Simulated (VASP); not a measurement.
Here is a VASP 6.6.1 calculation.

INCAR

```
  PREC = Accurate
  ENCUT = 520
  EDIFF = 1E-7
  ISMEAR = 0
  SIGMA = 1.0
  LREAL = F
  LASPH = T
  NELM = 60
  ALGO = Normal
  ISIF = 2
  LWAVE = F
  LCHARG = F
  GGA = PE
  NBANDS = 11
```

Contents of KPOINTS:

```
regular mesh
0
Gamma
  10 10 10
```

File POSCAR:

```
Ca
1.0
    0.0000000000      2.7627089163      2.7627089163
    2.7627089163      0.0000000000      2.7627089163
    2.7627089163      2.7627089163      0.0000000000
Ca
1
Direct
    0.0000000000      0.0000000000      0.0000000000
```

Potentials or basis: VASP PAW PBE potentials, release 64 (Ca_sv).

Command:

```bash
$ cat potpaw_PBE.64/Ca_sv/POTCAR > POTCAR
$ mpirun -np 1 vasp_std > vasp.out
```

Task: Estimate the band gap on the k mesh.

Result: Zero (bands 5 and 6 overlap by 0.30 eV).

Task: Estimate the pressure.

Result: 0.3 GPa.

Caveat: so wide a smearing shifts energies and pressures.
